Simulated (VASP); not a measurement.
# BaTiO3 (Pm-3m) in VASP: single point with r2SCAN

Aim: the single point of BaTiO3 with r2SCAN.

Program: VASP 6.6.1. These are calculated values, not measurements. Logs are shortened: lines on timing, memory, paths and dates and some standing lists are left out, and cuts for length are marked.

## 1. The cell of the first run

Symmetry: Pm-3m, No. 221, cubic system. The conventional cell has a = 3.965 Å, b = 3.965 Å, c = 3.965 Å, α = 90.00°, β = 90.00°, γ = 90.00°. Ba (site symmetry m-3m) has 12 O at 2.80 Å and 8 Ti at 3.43 Å within 3.7 Å. Ti (site symmetry m-3m) has 6 O at 1.98 Å within 2.6 Å. Within 2.6 Å of O (site symmetry 4/mmm) lie 2 Ti at 1.98 Å. O (site symmetry 4/mmm) has 2 Ti at 1.98 Å within 2.6 Å.

## 2. Single point, r2SCAN, collinear spin

File POSCAR:

```
BaTiO3
1.0
   -3.9649108200     -3.9649108200      0.0000000000
   -3.9649108200      3.9649108200      0.0000000000
    0.0000000000      0.0000000000     -3.9649108200
Ba Ti O
2 2 6
Direct
    0.0000000000      0.0000000000      0.0000000000
    0.5000000000      0.5000000000      0.0000000000
    0.0000000000      0.5000000000      0.5000000000
    0.5000000000      0.0000000000      0.5000000000
    0.0000000000      0.5000000000      0.0000000000
    0.5000000000      0.0000000000      0.0000000000
    0.7500000000      0.2500000000      0.5000000000
    0.2500000000      0.7500000000      0.5000000000
    0.7500000000      0.7500000000      0.5000000000
    0.2500000000      0.2500000000      0.5000000000
```

File INCAR.step1:

```
ALGO = Normal
EDIFF = 1E-5
ENCUT = 660
GGA = PE
GGA_COMPAT = False
ISMEAR = -1
ISPIN = 2
KPAR = 4
LASPH = True
LCHARG = False
LMAXMIX = 4
LREAL = False
LWAVE = True
MAGMOM = 0 0 -0.05 -0.05 0.17 0.17 0.17 0.17 0.17 0.17
NBANDS = 55
NELECT = 79.0
NELM = 200
PREC = Accurate
SIGMA = 0.1
```

File INCAR.step2:

```
ALGO = Normal
EDIFF = 1E-6
ENCUT = 660
GGA_COMPAT = False
ISIF = 2
ISMEAR = -1
ISPIN = 2
ISTART = 1
KPAR = 4
LASPH = True
LCHARG = True
LMAXMIX = 4
LMIXTAU = True
LORBIT = 11
LREAL = False
LVHAR = True
LWAVE = False
MAGMOM = 0 0 -0.05 -0.05 0.17 0.17 0.17 0.17 0.17 0.17
METAGGA = R2SCAN
NBANDS = 55
NELECT = 79.0
NELM = 200
PREC = Accurate
SIGMA = 0.1
```

File KPOINTS:

```
k-points
0
Gamma
  4 4 6
```

Potentials or basis: VASP PAW PBE potentials, release 64 (Ba_sv, Ti_sv, O).

Started as:

```console
> cat potpaw_PBE.64/Ba_sv/POTCAR potpaw_PBE.64/Ti_sv/POTCAR potpaw_PBE.64/O/POTCAR > POTCAR
> cp INCAR.step1 INCAR
> mpirun -np 4 vasp_std > vasp.out
> cp INCAR.step2 INCAR
> mpirun -np 4 vasp_std > vasp.out
```

OUTCAR:

```text
EDIFF = 1E-6
   ENCUT = 660
   ISIF = 2
   ISMEAR = -1
   ISPIN = 2
   ISTART = 1
   LASPH = True
   LORBIT = 11
   LREAL = False
   METAGGA = R2SCAN
   NELECT = 79.0
   NELM = 200
   PREC = Accurate

 ion  position               nearest neighbor table
   1  0.000  0.000  0.000-   5 2.80   6 2.80   7 2.80   8 2.80   9 2.80  10 2.80   7 2.80   8 2.80
                             9 2.80  10 2.80   5 2.80   6 2.80   3 3.43   4 3.43   3 3.43   3 3.43
   2  0.500  0.500  0.000-   5 2.80   6 2.80   7 2.80   8 2.80   9 2.80  10 2.80   7 2.80   8 2.80
                             9 2.80  10 2.80   6 2.80   5 2.80   3 3.43   4 3.43   4 3.43   3 3.43
   3  0.000  0.500  0.500-   5 1.98   7 1.98   8 1.98   9 1.98  10 1.98   5 1.98   1 3.43   1 3.43
                             2 3.43   2 3.43   1 3.43   1 3.43   2 3.43   2 3.43
   4  0.500  0.000  0.500-   6 1.98   7 1.98   8 1.98   9 1.98  10 1.98   6 1.98   1 3.43   1 3.43
                             2 3.43   2 3.43   2 3.43   2 3.43   1 3.43   1 3.43
   5  0.000  0.500  0.000-   3 1.98   3 1.98   1 2.80   2 2.80   1 2.80   2 2.80
   6  0.500  0.000  0.000-   4 1.98   4 1.98   1 2.80   2 2.80   2 2.80   1 2.80
   7  0.750  0.250  0.500-   3 1.98   4 1.98   1 2.80   2 2.80   1 2.80   2 2.80
   8  0.250  0.750  0.500-   3 1.98   4 1.98   1 2.80   2 2.80   1 2.80   2 2.80
   9  0.750  0.750  0.500-   3 1.98   4 1.98   1 2.80   2 2.80   1 2.80   2 2.80
  10  0.250  0.250  0.500-   3 1.98   4 1.98   1 2.80   2 2.80   1 2.80   2 2.80

  LATTYP: Found a simple tetragonal cell.
 ALAT       =     5.6072306552
 C/A-ratio  =     0.7071067812

  Lattice vectors:

 A1 = (  -3.9649108200,  -3.9649108200,   0.0000000000)
 A2 = (  -3.9649108200,   3.9649108200,   0.0000000000)
 A3 = (   0.0000000000,   0.0000000000,  -3.9649108200)

Analysis of symmetry for initial positions (statically):
=====================================================================
 Subroutine PRICEL returns following result:

  LATTYP: Found a simple cubic cell.
 ALAT       =     3.9649108200
[... 12 lines left out ...]
 Subroutine GETGRP returns: Found 16 space group operations
 (whereof 16 operations were pure point group operations)
 out of a pool of 16 trial point group operations.

The static configuration has the point symmetry D_4h.

Analysis of symmetry for dynamics (positions and initial velocities):
=====================================================================
 Subroutine PRICEL returns following result:

  LATTYP: Found a simple cubic cell.
 ALAT       =     3.9649108200
[... 12 lines left out ...]
 Subroutine GETGRP returns: Found 16 space group operations
 (whereof 16 operations were pure point group operations)
 out of a pool of 16 trial point group operations.

The dynamic configuration has the point symmetry D_4h.

Analysis of structural, dynamic, and magnetic symmetry:
=====================================================================
 Subroutine PRICEL returns following result:

  LATTYP: Found a simple cubic cell.
 ALAT       =     3.9649108200
[... 12 lines left out ...]
 Subroutine GETGRP returns: Found 16 space group operations
 (whereof 16 operations were pure point group operations)
 out of a pool of 16 trial point group operations.

The overall configuration has the point symmetry D_4h.

 Subroutine INISYM returns: Found 16 space group operations
 (whereof 16 operations are pure point group operations),
 and found     2 'primitive' translations

----------------------------------------------------------------------------------------

                                     Primitive cell

  volume of cell :      62.3305

  direct lattice vectors                    reciprocal lattice vectors
     0.000000000 -3.964910820  0.000000000     0.000000000 -0.252212482  0.000000000
    -3.964910820  0.000000000  0.000000000    -0.252212482  0.000000000  0.000000000
     0.000000000  0.000000000 -3.964910820     0.000000000  0.000000000 -0.252212482

  length of vectors
     3.964910820  3.964910820  3.964910820     0.252212482  0.252212482  0.252212482

  position of ions in fractional coordinates (direct lattice)
     0.000000000  0.000000000  0.000000000
     0.500000000  0.500000000  0.500000000
     0.500000000  0.500000000  0.000000000
     0.500000000  0.000000000  0.500000000
     0.000000000  0.500000000  0.500000000

  ion indices of the primitive-cell ions
   primitive index   ion index
                 1           1
                 2           3
                 3           5
                 4           7
                 5           9
[... 69 lines left out ...]
   ENCUT  =  660.0 eV  48.51 Ry    6.96 a.u.  11.75 11.75  8.31*2*pi/ulx,y,z
   NELM   =    200;   NELMIN=  2; NELMDL=  0     # of ELM steps
   EDIFF  = 0.1E-05   stopping-criterion for ELM
   LREAL  =      F    real-space projection
   EDIFFG = 0.1E-04   stopping-criterion for IOM
   NSW    =      0    number of steps for IOM
   IBRION =     -1    ionic relax: 0-MD 1-quasi-New 2-CG
   NFREE  =      0    steps in history (QN), initial steepest desc. (CG)
   ISIF   =      2    stress and relaxation
   ISYM   =      2    0-nonsym 1-usesym 2-fastsym
   POTIM  = 0.5000    time-step for ionic-motion
   TEBEG  =    0.0;   TEEND  =   0.0 temperature during run
   PSTRESS=    0.0 pullay stress
   NELECT =      79.0000    total number of electrons
   NUPDOWN=      -1.0000    fix difference up-down
   EMIN   =  10.00;   EMAX   =-10.00  energy-range for DOS
   EFERMI =   0.00;   METHOD = LEGACY
   ISMEAR =    -1;   SIGMA  =   0.10  broadening in eV -4-tet -1-fermi 0-gaus
   EFERMI_NEDOS =   21; number of points for ismear=-14 and -15
   IALGO  =     38    algorithm
   IMIX   =      4    mixing-type and parameters
     AMIX     =   0.40;   BMIX     =  1.00
     AMIX_MAG =   1.60;   BMIX_MAG =  1.00
  volume/ion in A,a.u.               =      12.47        84.13
  Fermi-wavevector in a.u.,A,eV,Ry     =   1.406178  2.657292 26.903315  1.977338
  Thomas-Fermi vector in A             =   2.528565
   LORBIT       =     11    0 simple, 1 ext, 2 COOP (PROOUT), +10 PAW based schemes
   METAGGA = R2SCAN    functional components
   LHFCALC =     F    Hartree Fock is set to
   AEXX    =    0.0000 exact exchange contribution
   IVDW    =     0    specifies the selected vdW correction
   LEPSILON=     F    determine dielectric tensor
   LRPA    =     F    only Hartree local field effects (RPA)
 spin polarized calculation
  energy-cutoff  :      660.00
  volume of cell :      124.66
 maximum number of plane-waves:      4832
 NGX is ok and might be reduce to    48
   NGX = 23   NGY = 23   NGZ = 17

 number of electron      79.0000013 magnetization      -0.0059936

 number of electron      79.0000013 magnetization       0.0002000

 Free energy of the ion-electron system (eV)
  ---------------------------------------------------
  ext. energy  EPLUGINS =         0.00000000
  ---------------------------------------------------
  free energy    TOTEN  =      -151.96563772 eV

  energy without entropy =     -151.78578427  energy(sigma->0) =     -151.87571099

 E-fermi :   3.2615     XC(G=0): -11.9828

 val. band max:        3.2284369245   @ k =   0.2500   0.0000   0.3333
 cond. band min:       3.2741947551   @ k =   0.5000   0.2500   0.5000
 fundamental gap:      0.0457578307
 Fermi energy:         3.2615013897

 spin component 1

 k-point     1 :       0.0000    0.0000    0.0000
  band No.  band energies     occupation
      1     -55.1856      1.00000
      2     -55.1830      1.00000
      3     -30.4202      1.00000
      4     -30.4202      1.00000
      5     -30.3579      1.00000
      6     -30.3572      1.00000
[... 1285 lines left out ...]
     50      11.9101      0.00000
     51      12.5783      0.00000
 Fermi energy:         3.2615013897

 spin component 2

 k-point     1 :       0.0000    0.0000    0.0000
  band No.  band energies     occupation
      1     -55.1856      1.00000
      2     -55.1830      1.00000
      3     -30.4203      1.00000
      4     -30.4203      1.00000
      5     -30.3580      1.00000
      6     -30.3572      1.00000
[... 1285 lines left out ...]
     50      11.9101      0.00000
     51      12.5783      0.00000
 [bands above 51 left out]

------------------------ aborting loop because EDIFF is reached ----------------------------------------

  FORCE on cell =-STRESS in cart. coord.  units (eV):
  Direction    XX          YY          ZZ          XY          YZ          ZX
  --------------------------------------------------------------------------------------
  -------------------------------------------------------------------------------------
  Total       -3.0901060     -3.0901060     -3.1069700      0.0000000     -0.0000000      0.0000000
  in kB      -39.7149201    -39.7149201    -39.9316608      0.0000000     -0.0000000      0.0000000
  external PRESSURE =     -39.7871670 kB  Pullay stress =       0.0000000 kB

 VOLUME and BASIS-vectors are now :
 -----------------------------------------------------------------------------
  energy-cutoff  :      660.00
  volume of cell :      124.66
      direct lattice vectors                 reciprocal lattice vectors
    -3.964910820 -3.964910820  0.000000000    -0.126106241 -0.126106241  0.000000000
    -3.964910820  3.964910820  0.000000000    -0.126106241  0.126106241  0.000000000
     0.000000000  0.000000000 -3.964910820     0.000000000  0.000000000 -0.252212482

 POSITION                                       TOTAL-FORCE (eV/Angst)
 -----------------------------------------------------------------------------------
      0.00000      0.00000      0.00000         0.000000     -0.000000      0.000000
     -3.96491      0.00000      0.00000         0.000000     -0.000000      0.000000
     -1.98246      1.98246     -1.98246        -0.000000     -0.000000     -0.000000
     -1.98246     -1.98246     -1.98246         0.000000     -0.000000      0.000000
     -1.98246      1.98246      0.00000         0.000000     -0.000000      0.000000
     -1.98246     -1.98246      0.00000         0.000000     -0.000000      0.000000
     -3.96491     -1.98246     -1.98246        -0.000000     -0.000000     -0.000000
     -3.96491      1.98246     -1.98246        -0.000000      0.000000     -0.000000
     -5.94737      0.00000     -1.98246        -0.000000      0.000000     -0.000000
     -1.98246      0.00000     -1.98246         0.000000      0.000000     -0.000000
 -----------------------------------------------------------------------------------
    total drift:                               -0.000000      0.000000      0.000000

  FREE ENERGIE OF THE ION-ELECTRON SYSTEM (eV)
  ---------------------------------------------------
  free  energy   TOTEN  =      -151.9656377232 eV

  energy  without entropy=     -151.7857842651  energy(sigma->0) =     -151.87571099

 total charge

# of ion       s       p       d       tot
------------------------------------------
    1        2.017   5.662   0.290   7.969
    2        2.017   5.662   0.290   7.969
    3        2.208   6.281   1.609  10.097
    4        2.208   6.281   1.609  10.097
    5        1.571   3.459   0.000   5.029
    6        1.571   3.459   0.000   5.029
    7        1.571   3.459   0.000   5.030
    8        1.571   3.459   0.000   5.030
    9        1.571   3.459   0.000   5.030
   10        1.571   3.459   0.000   5.030
--------------------------------------------------
tot         17.875  44.637   3.797  66.309

 magnetization (x)

# of ion       s       p       d       tot
------------------------------------------
    1       -0.000   0.000  -0.000  -0.000
    2       -0.000   0.000  -0.000  -0.000
    3       -0.000   0.000  -0.000  -0.000
    4       -0.000   0.000  -0.000  -0.000
    5       -0.000   0.000   0.000   0.000
    6       -0.000   0.000   0.000   0.000
    7       -0.000   0.000   0.000   0.000
    8       -0.000   0.000   0.000   0.000
    9       -0.000   0.000   0.000   0.000
   10       -0.000   0.000   0.000   0.000
--------------------------------------------------
tot         -0.000   0.000  -0.000   0.000
```

It took 6.4 min on 4 MPI ranks of Intel Xeon 6975P-C (Granite Rapids), shared host; peak memory 0.61 GiB.

What came out:

```
Free energy                                           : -151.9656 eV
Net moment                                            : 0.00 μB per cell
Valence electrons inside the program's atomic spheres : Ba 7.97; Ti 10.10; O 5.03
```

Caveat: the cell carries a net charge on a neutralising background, which shifts energy and pressure; the cell is charged against a uniform background, so pressure and absolute levels hang on convention; the PAW data sets were made with another functional, which shifts forces and pressure a little; spin-orbit coupling is left out, which moves the levels of the heavy elements.
